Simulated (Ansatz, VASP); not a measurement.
## One calculation of BN, two programs

```xyz
4
Lattice="2.4518 0.0000 0.0000 -1.2259 2.1233 0.0000 0.0000 0.0000 4.5650" Properties=species:S:1:pos:R:3 pbc="T T T"
B     1.2259    0.7078    4.5637
B     0.0000    1.4155    2.2812
N     1.2259    0.7078    2.8544
N     0.0000    1.4155    0.5719
```

Change from the starting cell: strain -0.040 along x and y, +0.080 along z, atoms carried along.

Alike in both runs: task single point; functional PBEsol; k mesh 12 × 12 × 6; occupations gaussian, width 0.05 eV; no spin polarisation.

|  | VASP | Ansatz |
| --- | --- | --- |
| version | VASP 6.6.1 | Ansatz 0.2.0 |
| potentials or method | VASP PAW PBE potentials, release 64 (B, N), cutoff 520 eV | scalar-relativistic, plane waves, PAW |
| valence electrons in the cell | 16 | 16 |

|  | VASP | Ansatz | Ansatz less VASP |
| --- | --- | --- | --- |
| gap on the k mesh at the Fermi level (eV) | 4.48 | 4.49 | +0.015 |
| least direct gap on the mesh (eV) | 4.63 | 4.63 | +0.001 |
| pressure (GPa) | 2.6 | 2.0 | -0.64 |
| traceless stress, the component that is largest in VASP (GPa) | -70.72 | -70.17 | +0.553 |
| rms of the force components (eV/Å) | 0.254 | 0.272 | +0.0183 |

VASP's potentials were made for PBE, not for PBEsol. Atom by atom the forces differ by 0.018 eV/Å (rms over components).
